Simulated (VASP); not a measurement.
# Si (Fd-3m) in VASP: single point with PBE

Aim: the single point of Si with PBE.

Everything below comes from runs of VASP 6.6.1. Logs are shortened: lines on timing, memory, paths and dates and some standing lists are left out, and cuts for length are marked.

## (1) The cell of the first run

Symmetry: Fd-3m, No. 227, cubic system. Conventional cell: a = 5.427 Å, b = 5.427 Å, c = 5.427 Å, α = 90.00°, β = 90.00°, γ = 90.00°. Within 3.1 Å of Si (site symmetry -43m) lie 4 Si at 2.35 Å.

## (2) Single point, PBE

The input, INCAR:

```
SYSTEM = Si
ALGO     = Normal         ! electronic algorithm
EDIFF    = 1E-6           ! SCF threshold, eV
ENCUT    = 520            ! plane-wave cutoff, eV
GGA      = PE             ! functional
ISIF     = 2              ! what is computed and relaxed
ISMEAR   = 0              ! smearing method
LASPH    = .True.         ! aspherical terms in the spheres
LCHARG   = .True.         ! write CHGCAR
LELF     = .True.         ! ELF
LREAL    = .False.        ! projectors in reciprocal space
LVHAR    = .True.       
LWAVE    = .False.        ! write WAVECAR
NBANDS   = 11             ! bands
NELM     = 80             ! most SCF steps
PREC     = Accurate       ! precision mode
SIGMA    = 0.01           ! smearing width, eV
```

The input, KPOINTS:

```
k-points
0
Gamma
  4 4 4
  0 0 0
```

The input, POSCAR:

```
Si
1.0
    0.0000000000      2.7135600000      2.7135600000
    2.7135600000      0.0000000000      2.7135600000
    2.7135600000      2.7135600000      0.0000000000
Si
2
Direct
    0.7500000000      0.7500000000      0.7500000000
    0.5000000000      0.5000000000      0.5000000000
```

Potentials or basis: VASP PAW PBE potentials, release 64 (Si).

Command:

```sh
$ cat potpaw_PBE.64/Si/POTCAR > POTCAR
$ mpirun -np 1 vasp_std > vasp.out
```

OUTCAR:

```text
SYSTEM = Si
   EDIFF = 1E-6
   ENCUT = 520
   GGA = PE
   ISIF = 2
   ISMEAR = 0
   LASPH = .True.
   LREAL = .False.
   NELM = 80
   PREC = Accurate

 ion  position               nearest neighbor table
   1  0.750  0.750  0.750-   2 2.35   2 2.35   2 2.35   2 2.35
   2  0.500  0.500  0.500-   1 2.35   1 2.35   1 2.35   1 2.35

  LATTYP: Found a face centered cubic cell.
 ALAT       =     5.4271200000

  Lattice vectors:

 A1 = (   0.0000000000,   2.7135600000,   2.7135600000)
 A2 = (   2.7135600000,   0.0000000000,   2.7135600000)
 A3 = (   2.7135600000,   2.7135600000,   0.0000000000)

Analysis of symmetry for initial positions (statically):
=====================================================================
 Subroutine PRICEL returns:
 Original cell was already a primitive cell.

 Routine SETGRP: Setting up the symmetry group for a
 face centered cubic supercell.

 Subroutine GETGRP returns: Found 48 space group operations
 (whereof 24 operations were pure point group operations)
 out of a pool of 48 trial point group operations.

The static configuration has the point symmetry T_d .
 The point group associated with its full space group is O_h .

Analysis of symmetry for dynamics (positions and initial velocities):
=====================================================================
 Subroutine PRICEL returns:
 Original cell was already a primitive cell.

 Routine SETGRP: Setting up the symmetry group for a
 face centered cubic supercell.

 Subroutine GETGRP returns: Found 48 space group operations
 (whereof 24 operations were pure point group operations)
 out of a pool of 48 trial point group operations.

The dynamic configuration has the point symmetry T_d .
 The point group associated with its full space group is O_h .

 Subroutine INISYM returns: Found 48 space group operations
 (whereof 24 operations are pure point group operations),
 and found     1 'primitive' translations

----------------------------------------------------------------------------------------

                                     Primitive cell

  volume of cell :      39.9621

  direct lattice vectors                    reciprocal lattice vectors
     0.000000000  2.713560000  2.713560000    -0.184259792  0.184259792  0.184259792
     2.713560000  0.000000000  2.713560000     0.184259792 -0.184259792  0.184259792
     2.713560000  2.713560000  0.000000000     0.184259792  0.184259792 -0.184259792

  length of vectors
     3.837553354  3.837553354  3.837553354     0.319147321  0.319147321  0.319147321

  position of ions in fractional coordinates (direct lattice)
     0.750000000  0.750000000  0.750000000
     0.500000000  0.500000000  0.500000000

  ion indices of the primitive-cell ions
   primitive index   ion index
                 1           1
                 2           2

----------------------------------------------------------------------------------------

 KPOINTS: k-points

Automatic generation of k-mesh.
 Grid dimensions read from file:
 generate k-points for:    4    4    4

 Generating k-lattice:

  Cartesian coordinates                     Fractional coordinates (reciprocal lattice)
    -0.046064948  0.046064948  0.046064948     0.250000000  0.000000000  0.000000000
     0.046064948 -0.046064948  0.046064948     0.000000000  0.250000000  0.000000000
     0.046064948  0.046064948 -0.046064948     0.000000000  0.000000000  0.250000000

  Length of vectors
     0.079786830  0.079786830  0.079786830

  Shift w.r.t. Gamma in fractional coordinates (k-lattice)
     0.000000000  0.000000000  0.000000000

 Subroutine IBZKPT returns following result:
 ===========================================

 Found      8 irreducible k-points:

 Following reciprocal coordinates:
            Coordinates               Weight
  0.000000  0.000000  0.000000      1.000000
  0.250000  0.000000  0.000000      8.000000
  0.500000  0.000000  0.000000      4.000000
  0.250000  0.250000  0.000000      6.000000
  0.500000  0.250000  0.000000     24.000000
 -0.250000  0.250000  0.000000     12.000000
  0.500000  0.500000  0.000000      3.000000
 -0.250000  0.500000  0.250000      6.000000
   k-points           NKPTS =      8   k-points in BZ     NKDIM =      8   number of bands    NBANDS=     11
   number of dos      NEDOS =    301   number of ions     NIONS =      2
   total plane-waves  NPLWV =  27000
   dimension x,y,z NGX =    30 NGY =   30 NGZ =   30
   dimension x,y,z NGXF=    60 NGYF=   60 NGZF=   60
   ions per type =               2
   NGX,Y,Z   is equivalent  to a cutoff of  13.00, 13.00, 13.00 a.u.
   NGXF,Y,Z  is equivalent  to a cutoff of  25.99, 25.99, 25.99 a.u.
 SYSTEM =  Si
   PREC   = accura    normal or accurate (medium, high low for compatibility)
   ISTART =      0    job   : 0-new  1-cont  2-samecut
   ICHARG =      2    charge: 1-file 2-atom 10-const
   ISPIN  =      1    spin polarized calculation?
   LNONCOLLINEAR =      F non collinear calculations
   LSORBIT =      F    spin-orbit coupling
   LASPH  =      T    aspherical Exc in radial PAW
   ENCUT  =  520.0 eV  38.22 Ry    6.18 a.u.   7.14  7.14  7.14*2*pi/ulx,y,z
   NELM   =     80;   NELMIN=  2; NELMDL= -5     # of ELM steps
   EDIFF  = 0.1E-05   stopping-criterion for ELM
   LREAL  =      F    real-space projection
   EDIFFG = 0.1E-04   stopping-criterion for IOM
   NSW    =      0    number of steps for IOM
   IBRION =     -1    ionic relax: 0-MD 1-quasi-New 2-CG
   NFREE  =      0    steps in history (QN), initial steepest desc. (CG)
   ISIF   =      2    stress and relaxation
   ISYM   =      2    0-nonsym 1-usesym 2-fastsym
   POTIM  = 0.5000    time-step for ionic-motion
   TEBEG  =    0.0;   TEEND  =   0.0 temperature during run
   PSTRESS=    0.0 pullay stress
   NELECT =       8.0000    total number of electrons
   NUPDOWN=      -1.0000    fix difference up-down
   EMIN   =  10.00;   EMAX   =-10.00  energy-range for DOS
   EFERMI =   0.00;   METHOD = LEGACY
   ISMEAR =     0;   SIGMA  =   0.01  broadening in eV -4-tet -1-fermi 0-gaus
   EFERMI_NEDOS =   21; number of points for ismear=-14 and -15
   IALGO  =     38    algorithm
   IMIX   =      4    mixing-type and parameters
     AMIX     =   0.40;   BMIX     =  1.00
     AMIX_MAG =   1.60;   BMIX_MAG =  1.00
  volume/ion in A,a.u.               =      19.98       134.84
  Fermi-wavevector in a.u.,A,eV,Ry     =   0.957684  1.809760 12.478691  0.917158
  Thomas-Fermi vector in A             =   2.086724
   LORBIT       =      0    0 simple, 1 ext, 2 COOP (PROOUT), +10 PAW based schemes
   GGA     = PE    functional components
   LHFCALC =     F    Hartree Fock is set to
   AEXX    =    0.0000 exact exchange contribution
   IVDW    =     0    specifies the selected vdW correction
   LEPSILON=     F    determine dielectric tensor
   LRPA    =     F    only Hartree local field effects (RPA)
 non-spin polarized calculation
 Gauss-broadening in eV      SIGMA  =   0.01
  energy-cutoff  :      520.00
  volume of cell :       39.96
 maximum number of plane-waves:      1090
 NGX is ok and might be reduce to    30
   NGX = 15   NGY = 15   NGZ = 15

 number of electron       8.0000000 magnetization

 Free energy of the ion-electron system (eV)
  ---------------------------------------------------
  ext. energy  EPLUGINS =         0.00000000
  ---------------------------------------------------
  free energy    TOTEN  =       -10.65557764 eV

  energy without entropy =      -10.65557764  energy(sigma->0) =      -10.65557764

 E-fermi :   5.9882     XC(G=0):  -9.3904

 val. band max:        5.8899283584   @ k =   0.0000   0.0000   0.0000
 cond. band min:       6.5790584227   @ k =   0.5000   0.5000   0.0000
 fundamental gap:      0.6891300643
 Fermi energy:         5.9882053239

 k-point     1 :       0.0000    0.0000    0.0000
  band No.  band energies     occupation
      1      -6.0897      2.00000
      2       5.8899      2.00000
      3       5.8899      2.00000
      4       5.8899      2.00000
      5       8.4381      0.00000
      6       8.4381      0.00000
      7       8.4381      0.00000
      8       9.2899      0.00000
      9      13.5886      0.00000
     10      13.5886      0.00000
     11      13.8560      0.00000

 k-point     2 :       0.2500    0.0000    0.0000
  band No.  band energies     occupation
      1      -5.2880      2.00000
      2       1.9557      2.00000
      3       5.1266      2.00000
      4       5.1266      2.00000
      5       7.9204      0.00000
      6       9.3818      0.00000
      7       9.3818      0.00000
      8      12.8308      0.00000
      9      13.0644      0.00000
     10      13.0644      0.00000
     11      14.8813      0.00000

 k-point     3 :       0.5000    0.0000    0.0000
  band No.  band energies     occupation
      1      -3.7503      2.00000
      2      -1.0955      2.00000
      3       4.6871      2.00000
      4       4.6871      2.00000
      5       7.4305      0.00000
      6       9.2086      0.00000
      7       9.2086      0.00000
      8      13.6079      0.00000
      9      16.4284      0.00000
     10      16.4284      0.00000
     11      17.2485      0.00000

 k-point     4 :       0.2500    0.2500    0.0000
  band No.  band energies     occupation
      1      -5.0051      2.00000
      2       2.3752      2.00000
      3       3.9906      2.00000
      4       3.9906      2.00000
      5       7.0035      0.00000
      6       9.0051      0.00000
      7      11.6450      0.00000
      8      11.6450      0.00000
      9      13.9771      0.00000
     10      14.7993      0.00000
     11      17.3407      0.00000

 k-point     5 :       0.5000    0.2500    0.0000
  band No.  band energies     occupation
      1      -3.3639      2.00000
      2      -0.5002      2.00000
      3       2.3414      2.00000
      4       3.6754      2.00000
      5       7.3919      0.00000
      6      10.3264      0.00000
      7      11.6402      0.00000
      8      11.7976      0.00000
      9      16.1095      0.00000
     10      16.4206      0.00000
     11      18.0450      0.00000

 k-point     6 :      -0.2500    0.2500    0.0000
  band No.  band energies     occupation
      1      -4.0403      2.00000
      2       0.4051      2.00000
      3       2.1204      2.00000
      4       4.5565      2.00000
      5       8.3265      0.00000
      6      10.6685      0.00000
      7      11.0231      0.00000
      8      12.0417      0.00000
      9      12.3142      0.00000
     10      15.5306      0.00000
     11      18.5125      0.00000

 k-point     7 :       0.5000    0.5000    0.0000
  band No.  band energies     occupation
      1      -1.9347      2.00000
      2      -1.9347      2.00000
      3       3.0261      2.00000
      4       3.0261      2.00000
      5       6.5791      0.00000
      6       6.5791      0.00000
      7      16.0147      0.00000
      8      16.0147      0.00000
      9      16.8631      0.00000
     10      16.8631      0.00000
     11      18.4000      0.00000

 k-point     8 :      -0.2500    0.5000    0.2500
  band No.  band energies     occupation
      1      -1.7690      2.00000
      2      -1.7690      2.00000
      3       2.0188      2.00000
      4       2.0188      2.00000
      5      10.1467      0.00000
      6      10.1467      0.00000
      7      10.8880      0.00000
      8      10.8880      0.00000
      9      16.4768      0.00000
     10      16.4768      0.00000
     11      18.9379      0.00000

------------------------ aborting loop because EDIFF is reached ----------------------------------------

  FORCE on cell =-STRESS in cart. coord.  units (eV):
  Direction    XX          YY          ZZ          XY          YZ          ZX
  --------------------------------------------------------------------------------------
  -------------------------------------------------------------------------------------
  Total        0.6947549      0.6947549      0.6947549      0.0000000      0.0000000     -0.0000000
  in kB       27.8544058     27.8544058     27.8544058      0.0000000      0.0000000     -0.0000000
  external PRESSURE =      27.8544058 kB  Pullay stress =       0.0000000 kB

 VOLUME and BASIS-vectors are now :
 -----------------------------------------------------------------------------
  energy-cutoff  :      520.00
  volume of cell :       39.96
      direct lattice vectors                 reciprocal lattice vectors
     0.000000000  2.713560000  2.713560000    -0.184259792  0.184259792  0.184259792
     2.713560000  0.000000000  2.713560000     0.184259792 -0.184259792  0.184259792
     2.713560000  2.713560000  0.000000000     0.184259792  0.184259792 -0.184259792

 POSITION                                       TOTAL-FORCE (eV/Angst)
 -----------------------------------------------------------------------------------
      4.07034      4.07034      4.07034        -0.000000      0.000000      0.000000
      2.71356      2.71356      2.71356         0.000000     -0.000000     -0.000000
 -----------------------------------------------------------------------------------
    total drift:                                0.000000     -0.000000     -0.000000

  FREE ENERGIE OF THE ION-ELECTRON SYSTEM (eV)
  ---------------------------------------------------
  free  energy   TOTEN  =       -10.6555776433 eV

  energy  without entropy=      -10.6555776433  energy(sigma->0) =      -10.65557764
```

Run time: 7.5 s. Hardware: 1 thread of Intel Xeon 6975P-C, shared host; peak memory 0.12 GiB.

Results:

```yaml
Free_energy: -10.6556 eV
Pressure: 2.8 GPa
Band_gap_on_the_k_mesh: 0.69 eV, indirect (least direct gap 2.55 eV)
```

Caveat: the k points lie up to 0.50 Å⁻¹ apart. A k mesh can miss the band edges.
